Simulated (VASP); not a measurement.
Lu:

```xyz
2
Lattice="0.0000 3.3700 3.3700 3.3700 0.0000 3.3700 3.3700 3.3700 0.0000" Properties=species:S:1:pos:R:3 pbc="T T T"
Lu    6.7400    6.7400    6.7400
Lu    1.6850    1.6850    1.6850
```

This isn't the form of Lu at room conditions, which is hcp.

| Item | Value |
| --- | --- |
| Program | VASP 6.6.1 |
| Task | relaxation of cell and atoms |
| Functional | PBE |
| Potentials or basis | VASP PAW PBE potentials, release 64 (Lu) |
| Cutoff | 600 eV |
| k mesh | 12 × 12 × 12 |
| Occupations | fermi-dirac, width 0.05 eV |
| Spin | no spin polarisation |

At the start: pressure 3.8 GPa; volume 38.27 Å³/atom.

How do energy, volume and symmetry change on relaxing?

Over 4 steps the energy falls by 133.7 meV/atom and the volume is 50.50 Å³/atom (+32.0 %); space group Fd-3m (No. 227, to 0.1 Å) before and after.

Step by step:
| step | energy change (eV) | largest force (eV/Å) | pressure (GPa) | volume (Å³) |
| --- | --- | --- | --- | --- |
| 1 | 0.0000 | 0.0000 | 3.77 | 76.55 |
| 2 | -0.1827 | 0.0000 | 2.00 | 86.96 |
| 3 | -0.2634 | 0.0000 | -0.39 | 104.48 |
| 4 | -0.2674 | 0.0000 | 0.02 | 101.00 |

Final structure:
```
Lu
1.0
     0.00000    3.69632    3.69632
     3.69632    0.00000    3.69632
     3.69632    3.69632    0.00000
Lu
2
Direct
  0.00000 0.00000 0.00000
  0.25000 0.25000 0.25000
```

Caveat: the volume moved by over 15 % at a fixed basis, so the end points are rough.
